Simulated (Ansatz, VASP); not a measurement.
**Two plane-wave programs on ZrTlF3**

INCAR

```
ALGO = Normal ; EDIFF = 1E-7
ENCUT = 520 ; GGA = PE
ISIF = 2 ; ISMEAR = 0
LASPH = True ; LCHARG = False
LREAL = False ; LWAVE = False
NBANDS = 57 ; NELM = 100
PREC = Accurate ; SIGMA = 0.1
```

The input KPOINTS:

```
k-points
0
Gamma
  4 4 4
```

Contents of POSCAR:

```
ZrTlF3
1.0
    5.7937588900      0.0000000000      0.0000000000
    0.0000000000      5.7937588900      0.0000000000
    0.0000000000      0.0000000000      4.0968062000
Zr Tl F
2 2 6
Direct
    0.0000000000      0.0000000000      0.9723587000
    0.5000000000      0.5000000000      0.9723587000
    0.5000000000      0.0000000000      0.4723587000
    0.0000000000      0.5000000000      0.4723587000
    0.2897236800      0.2102763200      0.0000000000
    0.2102763200      0.7102763200      0.0000000000
    0.0000000000      0.0000000000      0.5000000000
    0.7102763200      0.7897236800      0.0000000000
    0.7897236800      0.2897236800      0.0000000000
    0.5000000000      0.5000000000      0.5000000000
```

Input for Ansatz:

```yaml
crystal:
  lattice:
    - [5.79375889, 0.0, 0.0]
    - [0.0, 5.79375889, 0.0]
    - [0.0, 0.0, 4.0968062]
  atoms:
    - { symbol: Zr, position: [0.0, 0.0, 0.9723587] }
    - { symbol: Zr, position: [0.5, 0.5, 0.9723587] }
    - { symbol: Tl, position: [0.5, 0.0, 0.4723587] }
    - { symbol: Tl, position: [0.0, 0.5, 0.4723587] }
    - { symbol: F, position: [0.28972368, 0.21027632, 0.0] }
    - { symbol: F, position: [0.21027632, 0.71027632, 0.0] }
    - { symbol: F, position: [0.0, 0.0, 0.5] }
    - { symbol: F, position: [0.71027632, 0.78972368, 0.0] }
    - { symbol: F, position: [0.78972368, 0.28972368, 0.0] }
    - { symbol: F, position: [0.5, 0.5, 0.5] }
basis:
  ecutwfc: 420
kpoints:
  mp_grid: { grid: [4, 4, 4] }
hamiltonian:
  xc: pbe
scf:
  occupations: { method: gaussian, width: 0.1 }
  lower_state_search: "off"
output:
  forces: true
  stress: true
  eigenvalues: true
```

Alike in both runs: task single point; functional PBE; k mesh 4 × 4 × 4; occupations gaussian, width 0.1 eV; no spin polarisation.

|  | VASP | Ansatz |
| --- | --- | --- |
| version | VASP 6.6.1 | Ansatz 0.2.0 |
| potentials or method | VASP PAW PBE potentials, release 64 (Zr_sv, Tl_d, F), cutoff 520 eV | scalar-relativistic, plane waves, PAW |
| valence electrons in the cell | 92 | 92 |

Ansatz gave:

| Item | Value |
| --- | --- |
| gap on the k mesh at the Fermi level (eV) | none |
| rms of the force components (eV/Å) | 0.880 |

Problem. What did VASP give for the same quantities?

Solution. gap on the k mesh at the Fermi level (eV): none; rms of the force components (eV/Å): 0.911.

Atom by atom the forces differ by 0.033 eV/Å (rms over components). A gap of «none» marks a metal or a gap that the smearing closes.

The k mesh is coarse, so the values compare programs but aren't converged. Neither program's run includes spin-orbit coupling.
